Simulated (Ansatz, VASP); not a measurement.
# One calculation of Au, two programs

The input POSCAR:

```
Au
1.0
    0.0000000000      1.9647922186      1.9647922186
    1.9647922186      0.0000000000      1.9647922186
    1.9647922186      1.9647922186      0.0000000000
Au
1
Direct
    0.0000000000      0.0000000000      0.0000000000
```

File INCAR.step1:

```
SYSTEM = Au
  PREC = Accurate
  ENCUT = 600
  ISMEAR = 0
  SIGMA = 0.1
  LREAL = .False.
  LASPH = .True.
  NELM = 80
  GGA = PE
  ALGO = Normal
  EDIFF = 1E-4
  LWAVE = .True.
  LCHARG = .False.
```

File INCAR.step2:

```
SYSTEM = Au
  PREC = Accurate
  ENCUT = 600
  EDIFF = 1E-7
  ISMEAR = 0
  SIGMA = 0.1
  LREAL = .False.
  LASPH = .True.
  NELM = 80
  ALGO = Normal
  ISIF = 3
  LWAVE = .False.
  LCHARG = .False.
  METAGGA = R2SCAN
  LMIXTAU = .True.
  IBRION = 2
  NSW = 80
  EDIFFG = -0.05
  ISTART = 1
```

File KPOINTS:

```
regular mesh
0
Gamma
  8 8 8
  0 0 0
```

Input for Ansatz:

```yaml
crystal:
  lattice:
    - [0.0, 1.9647922186, 1.9647922186]
    - [1.9647922186, 0.0, 1.9647922186]
    - [1.9647922186, 1.9647922186, 0.0]
  atoms:
    - { symbol: Au, position: [0.0, 0.0, 0.0] }
basis:
  ecutwfc: 500
kpoints:
  mp_grid: { grid: [8, 8, 8] }
hamiltonian:
  xc: r2scan
scf:
  occupations: { method: gaussian, width: 0.1 }
output:
  forces: true
  stress: true
  eigenvalues: true
relax:
  adjacent_minimum: "off"
  f_tol: 0.05
  max_steps: 60
  cell: { stress_tol: 0.5 }
```

Alike in both runs: task relaxation of cell and atoms; functional r2SCAN; k mesh 8 × 8 × 8; occupations gaussian, width 0.1 eV; no spin polarisation.

|  | VASP | Ansatz |
| --- | --- | --- |
| version | VASP 6.6.1 | Ansatz 0.2.0 |
| potentials or method | VASP PAW PBE potentials, release 64 (Au), cutoff 600 eV | scalar-relativistic, plane waves, PAW |
| valence electrons in the cell | 11 | 19 |

Ansatz gave:

- gap on the k mesh at the Fermi level, each at its own relaxed structure (eV): none
- relaxed volume (Å³/atom): 17.59
- relaxed cell length with the largest relative difference (Å): 2.919

**Question.** Which values does VASP return?

**Answer.** gap on the k mesh at the Fermi level, each at its own relaxed structure (eV): none; relaxed volume (Å³/atom): 17.66; relaxed cell length with the largest relative difference (Å): 2.923.

VASP's potentials were made for PBE, not for r2SCAN. A gap of «none» marks a metal or a gap that the smearing closes. VASP's potentials hold 11 valence electrons a cell and Ansatz's 19, so a difference there can come from the potentials and not from the codes.

Neither program's run includes spin-orbit coupling. Noted on VASP's run: the volume moved by over 15 % at a fixed basis, so the end points are rough.
